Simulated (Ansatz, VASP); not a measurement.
Two plane-wave programs on CoSn

```
CELL_PARAMETERS angstrom
3.97360 0.00000 0.00000
-1.98680 3.44124 0.00000
0.00000 0.00000 4.87849
ATOMIC_POSITIONS crystal
Co 0.00000 0.00000 0.00000
Co 0.00000 0.00000 0.50000
Sn 0.33333 0.66667 0.25000
Sn 0.66667 0.33333 0.75000
```

Alike in both runs: functional PBEsol; k mesh 12 × 12 × 10; occupations gaussian, width 0.1 eV; collinear spin.

Ansatz relaxed the structure, and its values are those at the end. VASP's run is a single point on that final structure, the one shown.

```csv
,VASP,Ansatz
version,VASP 6.6.1,Ansatz 0.2.0
potentials or method,"VASP PAW PBE potentials, release 64 (Co, Sn_d), cutoff 520 eV","scalar-relativistic, plane waves, PAW"
valence electrons in the cell,46,62
```

Ansatz gave:

| Quantity | Value |
| --- | --- |
| gap on the k mesh at the Fermi level (eV) | none |
| pressure (GPa) | 0.0 |
| net moment per atom (μB) | 0.35 |
| size of the moment on the site where the two differ most (μB) | 0.77 |

Estimate VASP's values.

gap on the k mesh at the Fermi level (eV): none; pressure (GPa): -0.2; net moment per atom (μB): 0.34; size of the moment on the site where the two differ most (μB): 0.74.

VASP's potentials were made for PBE, not for PBEsol. Site moments also hang on the region over which each program counts them. A gap of «none» marks a metal or a gap that the smearing closes. VASP's potentials hold 46 valence electrons a cell and Ansatz's 62, so a difference there can come from the potentials and not from the codes.
